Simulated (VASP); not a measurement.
Here is a VASP 6.6.1 calculation.

Contents of INCAR:

```
SYSTEM = Cd3O2
  PREC = Accurate
  ENCUT = 600
  EDIFF = 1E-6
  ISMEAR = 0
  SIGMA = 0.2
  LREAL = .FALSE.
  LASPH = .TRUE.
  NELM = 120
  ALGO = Normal
  ISIF = 2
  LWAVE = .FALSE.
  LCHARG = .TRUE.
  GGA = PE
  LELF = .TRUE.
  LVHAR = .TRUE.
  NBANDS = 32
  GGA_COMPAT = .FALSE.
```

Contents of KPOINTS:

```
Automatic mesh
0
G
  5 5 2
  0 0 0
```

Contents of POSCAR:

```
Cd3O2
1.0
    3.3773682620      0.0000000000      0.0000000000
   -1.6886841310      2.9248867128      0.0000000000
    0.0000000000      0.0000000000      7.9568891381
Cd O
3 2
Direct
    0.0000000000      0.0000000000      0.0000000000
    0.6666666667      0.3333333333      0.3502680713
    0.3333333333      0.6666666667      0.6497319287
    0.6666666667      0.3333333333      0.8259609529
    0.3333333333      0.6666666667      0.1740390471
```

Potentials or basis: VASP PAW PBE potentials, release 64 (Cd, O).

The run is started by

```console
$ cat potpaw_PBE.64/Cd/POTCAR potpaw_PBE.64/O/POTCAR > POTCAR
$ mpirun -np 1 vasp_std > vasp.out
```

Problem. Predict the largest force.

Solution. 0.053 eV/Å.

Problem. Predict the band gap on the k mesh.

Solution. Zero (band 24 reaches 3.03 eV, above the bottom of band 25 at 1.05 eV).

Problem. Estimate the pressure.

Solution. 0.6 GPa.

Forces on the atoms (eV/Å):
```
Cd   0.000  0.000  0.000
Cd   0.000  0.000  0.053
Cd   0.000  0.000 -0.053
O    0.000  0.000  0.016
O    0.000  0.000 -0.016
```

Caveat: the k points lie up to 0.43 Å⁻¹ apart.
